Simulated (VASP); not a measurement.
Crystal: SrCl2 (fluorite type).

```
Sr Cl
1.0
     0.00000    3.32766    3.32766
     3.32766    0.00000    3.32766
     3.32766    3.32766    0.00000
Sr Cl
1 2
Direct
  0.00000 0.00000 0.00000
  0.25000 0.25000 0.25000
  0.75000 0.75000 0.75000
```

```yaml
Program: VASP 6.6.1
Task: relaxation of cell and atoms
Functional: PBE
Potentials_or_basis: VASP PAW PBE potentials, release 64 (Sr_sv, Cl)
Cutoff: 600 eV
k_mesh: 10 × 10 × 10
Occupations: fermi-dirac, width 0.08 eV
Spin: no spin polarisation
```

At the start: pressure 8.5 GPa; volume 24.57 Å³/atom.

Problem. How do energy, volume and symmetry change on relaxing?

Solution. Over 5 steps the energy falls by 105.0 meV/atom and the volume is 29.17 Å³/atom (+18.8 %); space group Fm-3m (No. 225, to 0.05 Å).

The path:
| step | energy change (eV) | largest force (eV/Å) | pressure (GPa) | volume (Å³) |
| --- | --- | --- | --- | --- |
| 1 | 0.0000 | 0.0000 | 8.55 | 73.70 |
| 2 | -0.3137 | 0.0000 | -0.41 | 88.57 |
| 3 | -0.3151 | 0.0000 | 0.03 | 87.41 |
| 4 | -0.3150 | 0.0000 | -0.08 | 87.70 |
| 5 | -0.3151 | 0.0000 | -0.01 | 87.52 |

Final structure:
```
CELL_PARAMETERS angstrom
0.00000 3.52391 3.52391
3.52391 0.00000 3.52391
3.52391 3.52391 0.00000
ATOMIC_POSITIONS crystal
Sr 0.00000 0.00000 0.00000
Cl 0.25000 0.25000 0.25000
Cl 0.75000 0.75000 0.75000
```

Caveat: the volume moved by over 15 % at a fixed basis, so the end points are rough.
